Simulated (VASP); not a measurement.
Input of a VASP 6.6.1 run:

INCAR

```
SYSTEM = MgF2
PREC = Accurate ; ENCUT = 600
EDIFF = 1E-7 ; ISMEAR = 0
SIGMA = 0.02 ; LREAL = .False.
LASPH = .True. ; NELM = 120
ALGO = Normal ; ISIF = 4
LWAVE = .False. ; LCHARG = .False.
GGA = PE ; IBRION = 2
NSW = 50 ; EDIFFG = -0.01
GGA_COMPAT = .False. ; NELMIN = 4
```

KPOINTS

```
Automatic mesh
0
Gamma
  6 6 8
  0 0 0
```

Contents of POSCAR:

```
MgF2
1.0
    4.8618944516      0.0000000000      0.0000000000
    0.0000000000      4.8618944516      0.0000000000
    0.0000000000      0.0000000000      3.1763100654
Mg F
2 4
Direct
    0.0000000000      0.0000000000      0.0000000000
    0.5000000000      0.5000000000      0.5000000000
    0.3051777086      0.3051777086      0.0000000000
    0.1948222914      0.8051777086      0.5000000000
    0.6948222914      0.6948222914      0.0000000000
    0.8051777086      0.1948222914      0.5000000000
```

Potentials or basis: VASP PAW PBE potentials, release 64 (Mg, F).

The run is started by

```bash
$ cat potpaw_PBE.64/Mg/POTCAR potpaw_PBE.64/F/POTCAR > POTCAR
$ mpirun -np 1 vasp_std > vasp.out
```

Estimate the band gap on the k mesh.

6.23 eV.

Final structure:
```cif
data_structure
_symmetry_space_group_name_H-M 'P 1'
_symmetry_Int_Tables_number 1
_cell_length_a 4.8775
_cell_length_b 4.8775
_cell_length_c 3.1561
_cell_angle_alpha 90.000
_cell_angle_beta 90.000
_cell_angle_gamma 90.000
_cell_volume 75.08
loop_
_atom_site_label
_atom_site_type_symbol
_atom_site_fract_x
_atom_site_fract_y
_atom_site_fract_z
_atom_site_occupancy
Mg1 Mg 0.00000 0.00000 0.00000 1
Mg2 Mg 0.50000 0.50000 0.50000 1
F1 F 0.30686 0.30686 0.00000 1
F2 F 0.19314 0.80686 0.50000 1
F3 F 0.69314 0.69314 0.00000 1
F4 F 0.80686 0.19314 0.50000 1
```

A k mesh can miss the band edges.
